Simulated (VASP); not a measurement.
# SrO (I4/mmm) in VASP: notebook

The runs below take SrO through single point, with PBE.

All numbers are computed with VASP 6.6.1; they aren't measurements. Logs are shortened: lines on timing, memory, paths and dates and some standing lists are left out, and cuts for length are marked.

### 1 The cell of the first run

It takes space group I4/mmm (No. 139, tetragonal). The conventional cell has a = 3.820 Å, b = 3.820 Å, c = 5.195 Å, α = 90.00°, β = 90.00°, γ = 90.00°. Sr (site symmetry 4/mmm) has 6 O at 2.60 to 2.70 Å within 3.4 Å. Within 3.4 Å of O (site symmetry 4/mmm) lie 6 Sr at 2.60 to 2.70 Å.

### 2 Single point, PBE (strain +0.040 along x and y, +0.000 along z)

INCAR

```
SYSTEM = SrO
PREC = Accurate ; ENCUT = 520
EDIFF = 1E-6 ; ISMEAR = 0
SIGMA = 0.05 ; LREAL = .FALSE.
LASPH = .TRUE. ; NELM = 60
ALGO = Normal ; ISIF = 2
LWAVE = .FALSE. ; LCHARG = .FALSE.
GGA = PE ; NBANDS = 15
```

KPOINTS

```
Automatic mesh
0
G
  8 8 8
  0 0 0
```

POSCAR

```
SrO
1.0
    0.0000000000      2.7012874288      2.5973917585
    2.7012874288      0.0000000000      2.5973917585
    2.7012874288      2.7012874288      0.0000000000
Sr O
1 1
Direct
    0.0000000000      0.0000000000      0.0000000000
    0.5000000000      0.5000000000      0.5000000000
```

Potentials or basis: VASP PAW PBE potentials, release 64 (Sr_sv, O).

On the command line:

```console
$ cat potpaw_PBE.64/Sr_sv/POTCAR potpaw_PBE.64/O/POTCAR > POTCAR
$ mpirun -np 1 vasp_std > vasp.out
```

OUTCAR:

```text
SYSTEM = SrO
   PREC = Accurate
   ENCUT = 520
   EDIFF = 1E-6
   ISMEAR = 0
   LREAL = .FALSE.
   LASPH = .TRUE.
   NELM = 60
   ISIF = 2
   GGA = PE

 ion  position               nearest neighbor table
   1  0.000  0.000  0.000-   2 2.60   2 2.60   2 2.70   2 2.70   2 2.70   2 2.70
   2  0.500  0.500  0.500-   1 2.60   1 2.60   1 2.70   1 2.70   1 2.70   1 2.70

  LATTYP: Found a body centered tetragonal cell.
 ALAT       =     3.8201973177
 C/A-ratio  =     1.3598207331

  Lattice vectors:

 A1 = (   0.0000000000,  -2.7012874288,  -2.5973917585)
 A2 = (   0.0000000000,   2.7012874288,  -2.5973917585)
 A3 = (   2.7012874288,   0.0000000000,   2.5973917585)

Analysis of symmetry for initial positions (statically):
=====================================================================
 Subroutine PRICEL returns:
 Original cell was already a primitive cell.

 Routine SETGRP: Setting up the symmetry group for a
 body centered tetragonal supercell.

 Subroutine GETGRP returns: Found 16 space group operations
 (whereof 16 operations were pure point group operations)
 out of a pool of 16 trial point group operations.

The static configuration has the point symmetry D_4h.

Analysis of symmetry for dynamics (positions and initial velocities):
=====================================================================
 Subroutine PRICEL returns:
 Original cell was already a primitive cell.

 Routine SETGRP: Setting up the symmetry group for a
 body centered tetragonal supercell.

 Subroutine GETGRP returns: Found 16 space group operations
 (whereof 16 operations were pure point group operations)
 out of a pool of 16 trial point group operations.

The dynamic configuration has the point symmetry D_4h.

 Subroutine INISYM returns: Found 16 space group operations
 (whereof 16 operations are pure point group operations),
 and found     1 'primitive' translations

----------------------------------------------------------------------------------------

                                     Primitive cell

  volume of cell :      37.9061

  direct lattice vectors                    reciprocal lattice vectors
     0.000000000  2.701287429  2.597391759    -0.185096926  0.185096926  0.192500803
     2.701287429  0.000000000  2.597391759     0.185096926 -0.185096926  0.192500803
     2.701287429  2.701287429  0.000000000     0.185096926  0.185096926 -0.192500803

  length of vectors
     3.747452164  3.747452164  3.820197318     0.324928151  0.324928151  0.324928151

  position of ions in fractional coordinates (direct lattice)
     0.000000000  0.000000000  0.000000000
     0.500000000  0.500000000  0.500000000

  ion indices of the primitive-cell ions
   primitive index   ion index
                 1           1
                 2           2

----------------------------------------------------------------------------------------

 KPOINTS: Automatic mesh

Automatic generation of k-mesh.
 Grid dimensions read from file:
 generate k-points for:    8    8    8

 Generating k-lattice:

  Cartesian coordinates                     Fractional coordinates (reciprocal lattice)
    -0.023137116  0.023137116  0.024062600     0.125000000  0.000000000  0.000000000
     0.023137116 -0.023137116  0.024062600     0.000000000  0.125000000  0.000000000
     0.023137116  0.023137116 -0.024062600     0.000000000  0.000000000  0.125000000

  Length of vectors
     0.040616019  0.040616019  0.040616019

  Shift w.r.t. Gamma in fractional coordinates (k-lattice)
     0.000000000  0.000000000  0.000000000

 Subroutine IBZKPT returns following result:
 ===========================================

 Found     59 irreducible k-points:

 Following reciprocal coordinates:
            Coordinates               Weight
  0.000000  0.000000  0.000000      1.000000
  0.125000 -0.000000  0.000000      8.000000
  0.250000 -0.000000  0.000000      8.000000
  0.375000 -0.000000  0.000000      8.000000
  0.500000 -0.000000  0.000000      4.000000
  0.125000  0.125000  0.000000      2.000000
[... 16 lines left out ...]
  0.250000 -0.000000  0.125000     16.000000
  0.375000 -0.000000  0.125000     16.000000
 [... further k-points ...]
   k-points           NKPTS =     59   k-points in BZ     NKDIM =     59   number of bands    NBANDS=     15
   number of dos      NEDOS =    301   number of ions     NIONS =      2
   total plane-waves  NPLWV =  21952
   dimension x,y,z NGX =    28 NGY =   28 NGZ =   28
   dimension x,y,z NGXF=    56 NGYF=   56 NGZF=   56
   ions per type =               1   1
   NGX,Y,Z   is equivalent  to a cutoff of  12.42, 12.42, 12.18 a.u.
   NGXF,Y,Z  is equivalent  to a cutoff of  24.84, 24.84, 24.37 a.u.
 SYSTEM =  SrO
   PREC   = accura    normal or accurate (medium, high low for compatibility)
   ISTART =      0    job   : 0-new  1-cont  2-samecut
   ICHARG =      2    charge: 1-file 2-atom 10-const
   ISPIN  =      1    spin polarized calculation?
   LNONCOLLINEAR =      F non collinear calculations
   LSORBIT =      F    spin-orbit coupling
   LASPH  =      T    aspherical Exc in radial PAW
   ENCUT  =  520.0 eV  38.22 Ry    6.18 a.u.   6.97  6.97  7.10*2*pi/ulx,y,z
   NELM   =     60;   NELMIN=  2; NELMDL= -5     # of ELM steps
   EDIFF  = 0.1E-05   stopping-criterion for ELM
   LREAL  =      F    real-space projection
   EDIFFG = 0.1E-04   stopping-criterion for IOM
   NSW    =      0    number of steps for IOM
   IBRION =     -1    ionic relax: 0-MD 1-quasi-New 2-CG
   NFREE  =      0    steps in history (QN), initial steepest desc. (CG)
   ISIF   =      2    stress and relaxation
   ISYM   =      2    0-nonsym 1-usesym 2-fastsym
   POTIM  = 0.5000    time-step for ionic-motion
   TEBEG  =    0.0;   TEEND  =   0.0 temperature during run
   PSTRESS=    0.0 pullay stress
   NELECT =      16.0000    total number of electrons
   NUPDOWN=      -1.0000    fix difference up-down
   EMIN   =  10.00;   EMAX   =-10.00  energy-range for DOS
   EFERMI =   0.00;   METHOD = LEGACY
   ISMEAR =     0;   SIGMA  =   0.05  broadening in eV -4-tet -1-fermi 0-gaus
   EFERMI_NEDOS =   21; number of points for ismear=-14 and -15
   IALGO  =     38    algorithm
   IMIX   =      4    mixing-type and parameters
     AMIX     =   0.40;   BMIX     =  1.00
     AMIX_MAG =   1.60;   BMIX_MAG =  1.00
  volume/ion in A,a.u.               =      18.95       127.90
  Fermi-wavevector in a.u.,A,eV,Ry     =   1.228038  2.320655 20.518638  1.508077
  Thomas-Fermi vector in A             =   2.362979
   LORBIT       =      0    0 simple, 1 ext, 2 COOP (PROOUT), +10 PAW based schemes
   GGA     = PE    functional components
   LHFCALC =     F    Hartree Fock is set to
   AEXX    =    0.0000 exact exchange contribution
   IVDW    =     0    specifies the selected vdW correction
   LEPSILON=     F    determine dielectric tensor
   LRPA    =     F    only Hartree local field effects (RPA)
 non-spin polarized calculation
 Gauss-broadening in eV      SIGMA  =   0.05
  energy-cutoff  :      520.00
  volume of cell :       37.91
 maximum number of plane-waves:      1032
   NGX = 13   NGY = 13   NGZ = 15

 number of electron      16.0000002 magnetization

 Free energy of the ion-electron system (eV)
  ---------------------------------------------------
  ext. energy  EPLUGINS =         0.00000000
  ---------------------------------------------------
  free energy    TOTEN  =       -12.00160932 eV

  energy without entropy =      -12.00160932  energy(sigma->0) =      -12.00160932

 E-fermi :   1.4701     XC(G=0):  -9.5203

 val. band max:        1.2509912366   @ k =   0.0000   0.0000   0.0000
 cond. band min:       4.3949413173   @ k =   0.5000   0.5000   0.0000
 fundamental gap:      3.1439500807
 Fermi energy:         1.4701433096

 k-point     1 :       0.0000    0.0000    0.0000
  band No.  band energies     occupation
      1     -31.6082      2.00000
      2     -13.7759      2.00000
      3     -13.3525      2.00000
      4     -13.3525      2.00000
      5     -13.3162      2.00000
      6       1.1493      2.00000
      7       1.1493      2.00000
      8       1.2510      2.00000
      9       4.4098      0.00000
     10       7.0600      0.00000
     11       7.0600      0.00000
     12       7.3181      0.00000
     13       8.8353      0.00000
     14       9.3517      0.00000
     15      13.3625      0.00000

 k-point     2 :       0.1250   -0.0000    0.0000
  band No.  band energies     occupation
      1     -31.5960      2.00000
      2     -14.1922      2.00000
      3     -13.3653      2.00000
      4     -13.3396      2.00000
      5     -12.9502      2.00000
      6       0.7513      2.00000
      7       0.9934      2.00000
      8       1.0530      2.00000
      9       5.0682      0.00000
     10       6.9881      0.00000
     11       7.3416      0.00000
     12       7.5031      0.00000
     13       9.1676      0.00000
     14       9.7013      0.00000
     15      14.2452      0.00000

 k-point     3 :       0.2500   -0.0000    0.0000
  band No.  band energies     occupation
      1     -31.5662      2.00000
      2     -14.7018      2.00000
      3     -13.3960      2.00000
      4     -13.3552      2.00000
      5     -12.5152      2.00000
      6       0.0054      2.00000
      7       0.6531      2.00000
      8       0.6793      2.00000
      9       6.4547      0.00000
     10       6.9513      0.00000
     11       8.0954      0.00000
     12       8.1886      0.00000
     13      10.0183      0.00000
     14      10.5730      0.00000
     15      15.8989      0.00000
[... 343 lines left out ...]
 k-point    23 :       0.2500   -0.0000    0.1250
  band No.  band energies     occupation
      1     -31.5693      2.00000
      2     -14.5229      2.00000
      3     -13.4158      2.00000
      4     -13.3873      2.00000
      5     -12.6959      2.00000
      6       0.0656      2.00000
      7       0.8468      2.00000
      8       0.9694      2.00000
      9       6.1609      0.00000
     10       6.2695      0.00000
     11       8.2720      0.00000
     12       8.4680      0.00000
     13       9.8566      0.00000
     14      10.2797      0.00000
     15      15.9403      0.00000

 k-point    24 :       0.3750   -0.0000    0.1250
  band No.  band energies     occupation
      1     -31.5395      2.00000
      2     -14.8769      2.00000
      3     -13.4557      2.00000
      4     -13.4142      2.00000
      5     -12.4285      2.00000
      6      -0.3123      2.00000
      7       0.4565      2.00000
      8       0.6204      2.00000
      9       6.5783      0.00000
     10       7.4402      0.00000
     11       8.9924      0.00000
     12       9.2554      0.00000
     13      10.8792      0.00000
     14      11.1536      0.00000
     15      15.4385      0.00000

 [... further k-points ...]
[... 5 lines left out ...]
  --------------------------------------------------------------------------------------
  -------------------------------------------------------------------------------------
  Total       -1.4174366     -1.4174366     -0.6882598      0.0000000      0.0000000      0.0000000
  in kB      -59.9108084    -59.9108084    -29.0906853      0.0000000      0.0000000      0.0000000
  external PRESSURE =     -49.6374340 kB  Pullay stress =       0.0000000 kB

 VOLUME and BASIS-vectors are now :
 -----------------------------------------------------------------------------
  energy-cutoff  :      520.00
  volume of cell :       37.91
      direct lattice vectors                 reciprocal lattice vectors
     0.000000000  2.701287429  2.597391759    -0.185096926  0.185096926  0.192500803
     2.701287429  0.000000000  2.597391759     0.185096926 -0.185096926  0.192500803
     2.701287429  2.701287429  0.000000000     0.185096926  0.185096926 -0.192500803

 POSITION                                       TOTAL-FORCE (eV/Angst)
 -----------------------------------------------------------------------------------
      0.00000      0.00000      0.00000        -0.000000      0.000000     -0.000000
      2.70129      2.70129      2.59739         0.000000      0.000000      0.000000
 -----------------------------------------------------------------------------------
    total drift:                                0.000000      0.000000      0.000000

  FREE ENERGIE OF THE ION-ELECTRON SYSTEM (eV)
  ---------------------------------------------------
  free  energy   TOTEN  =       -12.0016093164 eV

  energy  without entropy=      -12.0016093164  energy(sigma->0) =      -12.00160932
```

Wall time 32 s (1 thread of Intel Xeon 6975P-C, shared host); peak memory 0.18 GiB.

What came out:

- Free energy: -12.0016 eV
- Pressure: -5.0 GPa
- Band gap on the k mesh: 3.14 eV, indirect (least direct gap 3.16 eV)

Stress tensor (GPa, compression positive):
```
-5.99  0.00  0.00
 0.00 -5.99  0.00
 0.00  0.00 -2.91
```

Caveat: the cell differs from its parent crystal (strain +0.040 along x and y, +0.000 along z). A k mesh can miss the band edges.

### 3 Single point, PBE (strain +0.080 along x and y, +0.000 along z)

INCAR

```
SYSTEM = SrO
PREC     = Accurate       ! precision mode
ENCUT    = 520            ! plane-wave cutoff, eV
EDIFF    = 1E-6           ! SCF threshold, eV
ISMEAR   = 0              ! smearing method
SIGMA    = 0.05           ! smearing width, eV
LREAL    = .FALSE.        ! projectors in reciprocal space
LASPH    = .TRUE.         ! aspherical terms in the spheres
NELM     = 80             ! most SCF steps
ALGO     = Normal         ! electronic algorithm
ISIF     = 2              ! what is computed and relaxed
LWAVE    = .FALSE.        ! write WAVECAR
LCHARG   = .FALSE.        ! write CHGCAR
GGA      = PE             ! functional
NBANDS   = 15             ! bands
```

KPOINTS is that of step 2.

POSCAR

```
SrO
1.0
    0.0000000000      2.8051830992      2.5973917585
    2.8051830992      0.0000000000      2.5973917585
    2.8051830992      2.8051830992      0.0000000000
Sr O
1 1
Direct
    0.0000000000      0.0000000000      0.0000000000
    0.5000000000      0.5000000000      0.5000000000
```

Potentials or basis: VASP PAW PBE potentials, release 64 (Sr_sv, O).

On the command line:

```console
$ cat potpaw_PBE.64/Sr_sv/POTCAR potpaw_PBE.64/O/POTCAR > POTCAR
$ mpirun -np 1 vasp_std > vasp.out
```

Wall time 31 s (1 thread of Intel Xeon 6975P-C, shared host); peak memory 0.18 GiB.

Results (log left out):

```
Free energy            : -11.8560 eV
Pressure               : -8.2 GPa
Band gap on the k mesh : 2.63 eV, direct
```

Stress tensor (GPa, compression positive):
```
-9.49  0.00  0.00
 0.00 -9.49  0.00
 0.00  0.00 -5.72
```

Levels at points of the mesh, in eV from the valence-band top:
| k point | band 5 | band 6 | band 7 | band 8 | band 9 | band 10 | band 11 | band 12 |
| --- | --- | --- | --- | --- | --- | --- | --- | --- |
| (0.00, 0.00, 0.00) | -14.91 | -0.16 | -0.16 | 0.00 | 2.63 | 5.54 | 5.54 | 5.99 |
| (0.50, 0.00, 0.00) | -13.66 | -1.96 | -0.98 | -0.95 | 5.63 | 6.91 | 7.64 | 7.82 |
| (0.50, 0.50, 0.00) | -14.92 | -0.52 | -0.37 | -0.37 | 3.03 | 6.49 | 8.86 | 8.97 |
| (0.50, 0.00, 0.50) | -14.92 | -0.86 | -0.32 | -0.14 | 3.30 | 6.33 | 8.54 | 8.96 |

Caveat: the cell differs from its parent crystal (strain +0.080 along x and y, +0.000 along z). A k mesh can miss the band edges.

[end of part 1 of 2]
